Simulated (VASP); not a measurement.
**Sc2GaSbAs2: single point with PBE**

Sc2GaSbAs2:

```
Sc Ga Sb As
1.0
     3.99524    0.00000    0.00000
     0.00000    3.99524    0.00000
     0.00000    0.00000    7.88661
Sc Ga Sb As
2 1 1 2
Direct
  0.50000 0.00000 0.32203
  0.00000 0.50000 0.67797
  0.00000 0.00000 0.00000
  0.50000 0.50000 0.00000
  0.50000 0.00000 0.66696
  0.00000 0.50000 0.33304
```

The cell was generated, and may not be a known phase.

```
Program             : VASP 6.6.1
Task                : single point
Functional          : PBE
Potentials or basis : VASP PAW PBE potentials, release 64 (Sc_sv, Ga_d, Sb, As)
Cutoff              : 520 eV
k mesh              : 4 × 4 × 2
Occupations         : gaussian, width 0.1 eV
Spin                : collinear spin
Starting moments    : [1.0, 1.0, 0.0, 0.0, 0.0, 0.0] μB
```

- Pressure: -0.2 GPa
- Largest force: 0.076 eV/Å
- Band gap on the k mesh: zero (filled and empty bands overlap)
- Net moment: 0.00 μB per cell
- Valence electrons inside the program's atomic spheres: Sc 9.34; Ga 11.57; Sb 2.44; As 2.80

Forces in eV/Å, atoms in the order of the input:
```
Sc   0.000  0.000  0.076
Sc   0.000  0.000 -0.076
Ga   0.000  0.000  0.000
Sb   0.000  0.000  0.000
As   0.000  0.000 -0.033
As   0.000  0.000  0.033
```

Stress tensor (GPa, compression positive):
```
-0.12  0.00  0.00
 0.00 -0.12  0.00
 0.00  0.00 -0.35
```

Levels at points of the mesh, in eV from the Fermi level:
Spin up:
```tsv
k point	band 22	band 23	band 24	band 25	band 26	band 27	band 28	band 29
(0.00, 0.00, 0.00)	-0.97	-0.97	-0.42	-0.42	-0.37	0.25	1.22	1.37
(0.50, 0.00, 0.00)	-2.03	-1.82	-0.27	0.01	0.85	1.05	1.70	1.71
(0.50, 0.50, 0.00)	-3.15	-2.96	-1.77	-1.77	0.70	1.11	1.25	1.46
(0.00, 0.00, 0.50)	-1.31	-1.25	-0.71	-0.37	0.61	0.61	1.00	1.10
(0.50, 0.00, 0.50)	-2.30	-2.14	-0.21	0.00	0.39	1.14	1.95	1.98
(0.50, 0.50, 0.50)	-1.79	-1.58	-1.18	-0.96	-0.93	-0.93	1.96	1.96
```
Spin down:
| k point | band 23 | band 24 | band 25 | band 26 | band 27 | band 28 |
| --- | --- | --- | --- | --- | --- | --- |
| (0.00, 0.00, 0.00) | -0.97 | -0.42 | -0.42 | -0.37 | 0.25 | 1.22 |
| (0.50, 0.00, 0.00) | -1.82 | -0.27 | 0.01 | 0.85 | 1.05 | 1.70 |
| (0.50, 0.50, 0.00) | -2.96 | -1.77 | -1.77 | 0.70 | 1.11 | 1.25 |
| (0.00, 0.00, 0.50) | -1.25 | -0.71 | -0.37 | 0.61 | 0.61 | 1.00 |
| (0.50, 0.00, 0.50) | -2.14 | -0.21 | 0.00 | 0.39 | 1.14 | 1.95 |
| (0.50, 0.50, 0.50) | -1.58 | -1.18 | -0.96 | -0.93 | -0.93 | 1.96 |

Wall time 84 s on 1 thread of AMD EPYC 9R45 96-Core Processor (Zen 5), on a shared host, peak memory 0.28 GiB.

Caveat: the k points lie up to 0.40 Å⁻¹ apart, too coarse for converged energies and pressures of a metal; spin-orbit coupling is left out, which moves the levels of the heavy elements.
